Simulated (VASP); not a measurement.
# Ho3N (P4/mmm) in VASP: single point with PBE

Aim: the single point of Ho3N with PBE.

Program: VASP 6.6.1. These are calculated values, not measurements. Logs are shortened: lines on timing, memory, paths and dates and some standing lists are left out, and cuts for length are marked.

## (1) The cell of the first run

Symmetry: P4/mmm, No. 123, tetragonal system. The conventional cell has a = 5.560 Å, b = 5.560 Å, c = 3.086 Å, α = 90.00°, β = 90.00°, γ = 90.00°. Ho (site symmetry mmm) has 4 Ho at 2.78 to 3.09 Å and 4 N at 3.18 Å within 3.7 Å. Within 3.7 Å of Ho (site symmetry 4/mmm) lie 6 Ho at 2.78 to 3.09 Å. N (site symmetry 4/mmm) has 2 N at 3.09 Å and 16 Ho at 3.18 to 4.22 Å within 4.3 Å.

The cell was generated, and may not be a known phase.

## (2) Single point, PBE

Contents of INCAR:

```
PREC = Accurate ; ENCUT = 600
EDIFF = 1E-6 ; ISMEAR = 0
SIGMA = 0.2 ; LREAL = False
LASPH = True ; NELM = 200
ALGO = Normal ; ISIF = 2
LWAVE = False ; LCHARG = False
GGA = PE ; NBANDS = 24
GGA_COMPAT = False ; LMAXMIX = 6
```

Contents of KPOINTS:

```
regular mesh
0
Gamma
  4 4 6
```

Contents of POSCAR:

```
Ho3N
1.0
    5.5600198918      0.0000000000      0.0000000000
    0.0000000000      5.5600198918      0.0000000000
    0.0000000000      0.0000000000      3.0859782461
Ho N
3 1
Direct
    0.0000000000      0.5000000000      0.5000000000
    0.5000000000      0.0000000000      0.5000000000
    0.0000000000      0.0000000000      0.5000000000
    0.5000000000      0.5000000000      0.0000000000
```

Potentials or basis: VASP PAW PBE potentials, release 64 (Ho_3, N), 4f in core.

The run is started by

```console
> cat potpaw_PBE.64/Ho_3/POTCAR potpaw_PBE.64/N/POTCAR > POTCAR
> mpirun -np 1 vasp_std > vasp.out
```

OUTCAR:

```text
PREC = Accurate
   ENCUT = 600
   EDIFF = 1E-6
   ISMEAR = 0
   LREAL = False
   LASPH = True
   NELM = 200
   ISIF = 2
   GGA = PE

 ion  position               nearest neighbor table
   1  0.000  0.500  0.500-   3 2.78   3 2.78
   2  0.500  0.000  0.500-   3 2.78   3 2.78
   3  0.000  0.000  0.500-   1 2.78   2 2.78   1 2.78   2 2.78
   4  0.500  0.500  0.000-

  LATTYP: Found a simple tetragonal cell.
 ALAT       =     5.5600198918
 C/A-ratio  =     0.5550300729

  Lattice vectors:

 A1 = (   5.5600198918,   0.0000000000,   0.0000000000)
 A2 = (   0.0000000000,   5.5600198918,   0.0000000000)
 A3 = (   0.0000000000,   0.0000000000,   3.0859782461)

Analysis of symmetry for initial positions (statically):
=====================================================================
 Subroutine PRICEL returns:
 Original cell was already a primitive cell.

 Routine SETGRP: Setting up the symmetry group for a
 simple tetragonal supercell.

 Subroutine GETGRP returns: Found 16 space group operations
 (whereof 16 operations were pure point group operations)
 out of a pool of 16 trial point group operations.

The static configuration has the point symmetry D_4h.

Analysis of symmetry for dynamics (positions and initial velocities):
=====================================================================
 Subroutine PRICEL returns:
 Original cell was already a primitive cell.

 Routine SETGRP: Setting up the symmetry group for a
 simple tetragonal supercell.

 Subroutine GETGRP returns: Found 16 space group operations
 (whereof 16 operations were pure point group operations)
 out of a pool of 16 trial point group operations.

The dynamic configuration has the point symmetry D_4h.

 Subroutine INISYM returns: Found 16 space group operations
 (whereof 16 operations are pure point group operations),
 and found     1 'primitive' translations

----------------------------------------------------------------------------------------

                                     Primitive cell

  volume of cell :      95.3994

  direct lattice vectors                    reciprocal lattice vectors
     5.560019892  0.000000000  0.000000000     0.179855472  0.000000000  0.000000000
     0.000000000  5.560019892  0.000000000     0.000000000  0.179855472  0.000000000
     0.000000000  0.000000000  3.085978246     0.000000000  0.000000000  0.324046354

  length of vectors
     5.560019892  5.560019892  3.085978246     0.179855472  0.179855472  0.324046354

  position of ions in fractional coordinates (direct lattice)
     0.000000000  0.500000000  0.500000000
     0.500000000  0.000000000  0.500000000
     0.000000000  0.000000000  0.500000000
     0.500000000  0.500000000  0.000000000

  ion indices of the primitive-cell ions
   primitive index   ion index
                 1           1
                 2           2
                 3           3
                 4           4

----------------------------------------------------------------------------------------

 KPOINTS: regular mesh

Automatic generation of k-mesh.
 Grid dimensions read from file:
 generate k-points for:    4    4    6

 Generating k-lattice:

  Cartesian coordinates                     Fractional coordinates (reciprocal lattice)
     0.044963868  0.000000000  0.000000000     0.250000000  0.000000000  0.000000000
     0.000000000  0.044963868  0.000000000     0.000000000  0.250000000  0.000000000
     0.000000000  0.000000000  0.054007726     0.000000000  0.000000000  0.166666667

  Length of vectors
     0.044963868  0.044963868  0.054007726

  Shift w.r.t. Gamma in fractional coordinates (k-lattice)
     0.000000000  0.000000000  0.000000000

 Subroutine IBZKPT returns following result:
 ===========================================

 Found     24 irreducible k-points:

 Following reciprocal coordinates:
            Coordinates               Weight
  0.000000  0.000000  0.000000      1.000000
  0.250000  0.000000  0.000000      4.000000
  0.500000  0.000000  0.000000      2.000000
  0.250000  0.250000  0.000000      4.000000
  0.500000  0.250000  0.000000      4.000000
  0.500000  0.500000  0.000000      1.000000
[... 16 lines left out ...]
  0.500000  0.250000  0.500000      4.000000
  0.500000  0.500000  0.500000      1.000000
   k-points           NKPTS =     24   k-points in BZ     NKDIM =     24   number of bands    NBANDS=     24
   number of dos      NEDOS =    301   number of ions     NIONS =      4
   total plane-waves  NPLWV =  64512
   dimension x,y,z NGX =    48 NGY =   48 NGZ =   28
   dimension x,y,z NGXF=    96 NGYF=   96 NGZF=   56
   ions per type =               3   1
   NGX,Y,Z   is equivalent  to a cutoff of  14.35, 14.35, 15.08 a.u.
   NGXF,Y,Z  is equivalent  to a cutoff of  28.70, 28.70, 30.17 a.u.
 SYSTEM =  unknown system
   PREC   = accura    normal or accurate (medium, high low for compatibility)
   ISTART =      0    job   : 0-new  1-cont  2-samecut
   ICHARG =      2    charge: 1-file 2-atom 10-const
   ISPIN  =      1    spin polarized calculation?
   LNONCOLLINEAR =      F non collinear calculations
   LSORBIT =      F    spin-orbit coupling
   LASPH  =      T    aspherical Exc in radial PAW
   ENCUT  =  600.0 eV  44.10 Ry    6.64 a.u.  11.10 11.10  6.16*2*pi/ulx,y,z
   NELM   =    200;   NELMIN=  2; NELMDL= -5     # of ELM steps
   EDIFF  = 0.1E-05   stopping-criterion for ELM
   LREAL  =      F    real-space projection
   EDIFFG = 0.1E-04   stopping-criterion for IOM
   NSW    =      0    number of steps for IOM
   IBRION =     -1    ionic relax: 0-MD 1-quasi-New 2-CG
   NFREE  =      0    steps in history (QN), initial steepest desc. (CG)
   ISIF   =      2    stress and relaxation
   ISYM   =      2    0-nonsym 1-usesym 2-fastsym
   POTIM  = 0.5000    time-step for ionic-motion
   TEBEG  =    0.0;   TEEND  =   0.0 temperature during run
   PSTRESS=    0.0 pullay stress
   NELECT =      32.0000    total number of electrons
   NUPDOWN=      -1.0000    fix difference up-down
   EMIN   =  10.00;   EMAX   =-10.00  energy-range for DOS
   EFERMI =   0.00;   METHOD = LEGACY
   ISMEAR =     0;   SIGMA  =   0.20  broadening in eV -4-tet -1-fermi 0-gaus
   EFERMI_NEDOS =   21; number of points for ismear=-14 and -15
   IALGO  =     38    algorithm
   IMIX   =      4    mixing-type and parameters
     AMIX     =   0.40;   BMIX     =  1.00
     AMIX_MAG =   1.60;   BMIX_MAG =  1.00
  volume/ion in A,a.u.               =      23.85       160.95
  Fermi-wavevector in a.u.,A,eV,Ry     =   1.137478  2.149522 17.603980  1.293856
  Thomas-Fermi vector in A             =   2.274183
   LORBIT       =      0    0 simple, 1 ext, 2 COOP (PROOUT), +10 PAW based schemes
   GGA     = PE    functional components
   LHFCALC =     F    Hartree Fock is set to
   AEXX    =    0.0000 exact exchange contribution
   IVDW    =     0    specifies the selected vdW correction
   LEPSILON=     F    determine dielectric tensor
   LRPA    =     F    only Hartree local field effects (RPA)
 non-spin polarized calculation
 Gauss-broadening in eV      SIGMA  =   0.20
  energy-cutoff  :      600.00
  volume of cell :       95.40
 maximum number of plane-waves:      3216
 NGX is ok and might be reduce to    48
   NGX = 23   NGY = 23   NGZ = 13

 number of electron      31.9999999 magnetization

 Free energy of the ion-electron system (eV)
  ---------------------------------------------------
  ext. energy  EPLUGINS =         0.00000000
  ---------------------------------------------------
  free energy    TOTEN  =       -16.30962012 eV

  energy without entropy =      -16.19445333  energy(sigma->0) =      -16.25203673

 E-fermi :   2.8570     XC(G=0): -10.1749

 val. band max:        2.8466875891   @ k =   0.5000   0.0000   0.1667
 cond. band min:       2.8603652346   @ k =   0.2500   0.0000   0.3333
 fundamental gap:      0.0136776455
 Fermi energy:         2.8569681226

 k-point     1 :       0.0000    0.0000    0.0000
  band No.  band energies     occupation
      1     -22.3437      2.00000
      2     -22.3437      2.00000
      3     -21.0974      2.00000
      4     -21.0974      2.00000
      5     -20.7474      2.00000
      6     -20.6860      2.00000
[... 16 lines left out ...]
     23       6.3934      0.00000
     24       6.3934      0.00000

 k-point     2 :       0.2500    0.0000    0.0000
  band No.  band energies     occupation
      1     -22.3370      2.00000
      2     -22.0472      2.00000
      3     -21.1063      2.00000
      4     -21.1024      2.00000
      5     -20.7341      2.00000
      6     -20.6885      2.00000
[... 16 lines left out ...]
     23       6.2666      0.00000
     24       6.5012      0.00000

 k-point     3 :       0.5000    0.0000    0.0000
  band No.  band energies     occupation
      1     -22.3304      2.00000
      2     -21.4776      2.00000
      3     -21.1965      2.00000
      4     -21.1074      2.00000
      5     -20.7769      2.00000
      6     -20.7177      2.00000
[... 16 lines left out ...]
     23       5.9041      0.00000
     24       7.6837      0.00000

 k-point     4 :       0.2500    0.2500    0.0000
  band No.  band energies     occupation
      1     -22.0539      2.00000
      2     -22.0263      2.00000
      3     -21.1426      2.00000
      4     -21.0729      2.00000
      5     -20.7215      2.00000
      6     -20.6899      2.00000
[... 16 lines left out ...]
     23       6.3656      0.00000
     24       6.4866      0.00000

 k-point     5 :       0.5000    0.2500    0.0000
  band No.  band energies     occupation
      1     -22.0338      2.00000
      2     -21.4766      2.00000
      3     -21.1866      2.00000
      4     -21.0833      2.00000
      5     -20.8156      2.00000
      6     -20.7059      2.00000
[... 16 lines left out ...]
     23       6.3234      0.00000
     24       7.7501      0.00000

 k-point     6 :       0.5000    0.5000    0.0000
  band No.  band energies     occupation
      1     -21.5224      2.00000
      2     -21.4319      2.00000
      3     -21.1808      2.00000
      4     -21.0409      2.00000
      5     -20.8684      2.00000
      6     -20.8684      2.00000
[... 16 lines left out ...]
     23       6.4337      0.00000
     24       7.2867      0.00000
[... 379 lines left out ...]
 k-point    21 :       0.5000    0.0000    0.5000
  band No.  band energies     occupation
      1     -22.1666      2.00000
      2     -21.7952      2.00000
      3     -21.7490      2.00000
      4     -21.3453      2.00000
      5     -21.0576      2.00000
      6     -21.0290      2.00000
[... 16 lines left out ...]
     23       6.0792      0.00000
     24       7.3165      0.00000

 k-point    22 :       0.2500    0.2500    0.5000
  band No.  band energies     occupation
      1     -21.8956      2.00000
      2     -21.8720      2.00000
      3     -21.8036      2.00000
      4     -21.7399      2.00000
      5     -21.0297      2.00000
      6     -21.0101      2.00000
[... 16 lines left out ...]
     23       6.0636      0.00000
     24       6.8452      0.00000

 k-point    23 :       0.5000    0.2500    0.5000
  band No.  band energies     occupation
      1     -21.8782      2.00000
      2     -21.7726      2.00000
      3     -21.7486      2.00000
      4     -21.3445      2.00000
      5     -21.0558      2.00000
      6     -21.0473      2.00000
[... 16 lines left out ...]
     23       5.7610      0.00000
     24       5.8650      0.00000

 k-point    24 :       0.5000    0.5000    0.5000
  band No.  band energies     occupation
      1     -21.7483      2.00000
      2     -21.7483      2.00000
      3     -21.3831      2.00000
      4     -21.3070      2.00000
      5     -21.0843      2.00000
      6     -21.0409      2.00000
[... 16 lines left out ...]
     23       5.6666      0.00000
     24       6.5382      0.00000

------------------------ aborting loop because EDIFF is reached ----------------------------------------

  FORCE on cell =-STRESS in cart. coord.  units (eV):
  Direction    XX          YY          ZZ          XY          YZ          ZX
  --------------------------------------------------------------------------------------
  -------------------------------------------------------------------------------------
  Total        0.3688730      0.3688730      0.5656203      0.0000000     -0.0000000     -0.0000000
  in kB        6.1950077      6.1950077      9.4992653      0.0000000     -0.0000000     -0.0000000
  external PRESSURE =       7.2964269 kB  Pullay stress =       0.0000000 kB

 VOLUME and BASIS-vectors are now :
 -----------------------------------------------------------------------------
  energy-cutoff  :      600.00
  volume of cell :       95.40
      direct lattice vectors                 reciprocal lattice vectors
     5.560019892  0.000000000  0.000000000     0.179855472  0.000000000  0.000000000
     0.000000000  5.560019892  0.000000000     0.000000000  0.179855472  0.000000000
     0.000000000  0.000000000  3.085978246     0.000000000  0.000000000  0.324046354

 POSITION                                       TOTAL-FORCE (eV/Angst)
 -----------------------------------------------------------------------------------
      0.00000      2.78001      1.54299         0.000000      0.000000      0.000000
      2.78001      0.00000      1.54299         0.000000      0.000000      0.000000
      0.00000      0.00000      1.54299         0.000000      0.000000      0.000000
      2.78001      2.78001      0.00000         0.000000      0.000000      0.000000
 -----------------------------------------------------------------------------------
    total drift:                                0.000000      0.000000     -0.000000

  FREE ENERGIE OF THE ION-ELECTRON SYSTEM (eV)
  ---------------------------------------------------
  free  energy   TOTEN  =       -16.3096201189 eV

  energy  without entropy=      -16.1944533332  energy(sigma->0) =      -16.25203673
```

Wall time 38 s (1 thread of Intel Xeon 6975P-C (Granite Rapids), shared host); peak memory 0.27 GiB.

Results:

```
Free energy            : -16.3096 eV
Pressure               : 0.7 GPa
Band gap on the k mesh : zero (bands 16 and 17 overlap by 1.32 eV)
```

Caveat: spin-orbit coupling is left out, which moves the levels of the heavy elements; the 4f electrons are frozen in the core, so they carry no moment and show no levels; the run has no spin polarisation, though such a crystal can be magnetic.
